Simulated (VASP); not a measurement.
A run of VASP 6.6.1:

The input INCAR:

```
ALGO = Normal ; EDIFF = 1E-7
ENCUT = 520 ; GGA = PE
ISIF = 2 ; ISMEAR = -1
LASPH = True ; LCHARG = False
LREAL = Auto ; LWAVE = False
NBANDS = 69 ; NELM = 80
PREC = Accurate ; SIGMA = 0.05
```

The input KPOINTS:

```
k-points
0
Gamma
  2 2 1
```

File POSCAR:

```
HfH8C20
1.0
    5.0487420000      0.0000000000      0.0000000000
    0.0000000000      5.0487420000      0.0000000000
    0.0000000000      0.0000000000     16.1647000000
H C Hf
8 20 1
Direct
    0.4277868000      0.0000000000      0.0618632000
    0.0722132000      0.0000000000      0.0618632000
    0.9277868000      0.0000000000      0.0618632000
    0.5722132000      0.0000000000      0.0618632000
    0.4277868000      0.5000000000      0.0618632000
    0.0722132000      0.5000000000      0.0618632000
    0.9277868000      0.5000000000      0.0618632000
    0.5722132000      0.5000000000      0.0618632000
    0.2500000000      0.0000000000      0.1011278000
    0.7500000000      0.0000000000      0.1011278000
    0.2500000000      0.5000000000      0.1011278000
    0.7500000000      0.5000000000      0.1011278000
    0.2500000000      0.2500000000      0.1563407000
    0.7500000000      0.2500000000      0.1563407000
    0.2500000000      0.7500000000      0.1563407000
    0.7500000000      0.7500000000      0.1563407000
    0.0000189117      0.2501468119      0.2093258173
    0.4999307206      0.2501666598      0.2064658487
    0.0000164938      0.7500085348      0.2182284005
    0.5000637014      0.7501720530      0.2148421315
   -0.0000754317      0.0151022379      0.2714259915
    0.4999919227      0.0138129195      0.2653257588
   -0.0000517255      0.4849704451      0.2713958040
    0.5000325411      0.4866803213      0.2653169642
    0.2564139384      0.0814732936      0.3182321583
    0.7434585965      0.0810251872      0.3182974469
    0.2565048037      0.4206066104      0.3183347773
    0.7434307806      0.4204889398      0.3183554098
    0.4999846524      0.2502161619      0.4139285948
```

Potentials or basis: VASP PAW PBE potentials, release 64 (H, C, Hf_pv).

Command:

```bash
$ cat potpaw_PBE.64/H/POTCAR potpaw_PBE.64/C/POTCAR potpaw_PBE.64/Hf_pv/POTCAR > POTCAR
$ mpirun -np 1 vasp_std > vasp.out
```

Hardware: 1 thread of AMD EPYC 7R13, on a shared host.

Estimate the wall time of this run.

Run time: 9.5 min on 1 thread of AMD EPYC 7R13, on a shared host, peak memory 0.44 GiB. Counts: scf iterations 27, k points 4.
